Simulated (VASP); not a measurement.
The system is SnTe.

```xyz
2
Lattice="3.9047 0.0000 0.0000 0.0000 3.9047 0.0000 0.0000 0.0000 3.9047" Properties=species:S:1:pos:R:3 pbc="T T T"
Te    1.9524    1.9524    1.9524
Sn    0.0000    0.0000    0.0000
```

```yaml
Program: VASP 6.6.1
Task: relaxation of cell and atoms
Functional: PBEsol-based screened hybrid with 25 % exact exchange
Potentials_or_basis: VASP PAW PBE potentials, release 64 (Te, Sn_d)
Cutoff: 600 eV
k_mesh: 4 × 4 × 4
Occupations: fermi-dirac, width 0.05 eV
Spin: no spin polarisation
```

At the start: pressure -2.6 GPa; volume 29.77 Å³/atom.

Task: How do energy, volume and symmetry change on relaxing?

Result: Over 3 steps the energy falls by 18.9 meV/atom and the volume is 27.69 Å³/atom (-7.0 %); space group Pm-3m (No. 221, to 0.1 Å) before and after.

Step by step:
```csv
step,energy change (eV),largest force (eV/Å),pressure (GPa),volume (Å³)
1,0.0000,0.0000,-2.57,59.53
2,-0.0378,0.0000,-0.12,55.52
3,-0.0378,0.0000,-0.01,55.39
```

Final structure:
```
Te Sn
1.0
     3.81188    0.00000    0.00000
     0.00000    3.81188    0.00000
     0.00000    0.00000    3.81188
Te Sn
1 1
Direct
  0.50000 0.50000 0.50000
  0.00000 0.00000 0.00000
```

Caveat: the k points lie up to 0.41 Å⁻¹ apart in the final cell, too coarse for converged energies and pressures of a metal; the PAW data sets were made with another functional, which shifts forces and pressure a little.
